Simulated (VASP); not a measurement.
## ZrCu: single point with LDA

ZrCu:

```
Zr Cu
1.0
     3.25266    0.00000    0.00000
     0.00000    3.25266    0.00000
     0.00000    0.00000    3.25266
Zr Cu
1 1
Direct
  0.50000 0.50000 0.50000
  0.00000 0.00000 0.00000
```

```yaml
Program: VASP 6.6.1
Task: single point
Functional: LDA
Potentials_or_basis: VASP PAW LDA potentials, release 64 (Zr_sv, Cu)
Cutoff: 520 eV
k_mesh: 9 × 9 × 9
Occupations: methfessel-paxton, width 0.1 eV
Spin: no spin polarisation
Dipole_correction: no
Further_INCAR_settings: ALGO = Normal; EDIFF = 1e-06; NBANDS = 18
```

| Quantity | Value |
| --- | --- |
| Pressure | -6.6 GPa |

Levels at points of the mesh, in eV from the Fermi level:
| k point | band 8 | band 9 | band 10 | band 11 | band 12 | band 13 | band 14 | band 15 | band 16 | band 17 |
| --- | --- | --- | --- | --- | --- | --- | --- | --- | --- | --- |
| (0.00, 0.00, 0.00) | -3.09 | -3.09 | -3.09 | -0.09 | -0.09 | 3.98 | 3.98 | 3.98 | 6.89 | 6.89 |

Wall time 28 s on 1 thread of AMD EPYC 7R13, on a shared host, peak memory 0.11 GiB.
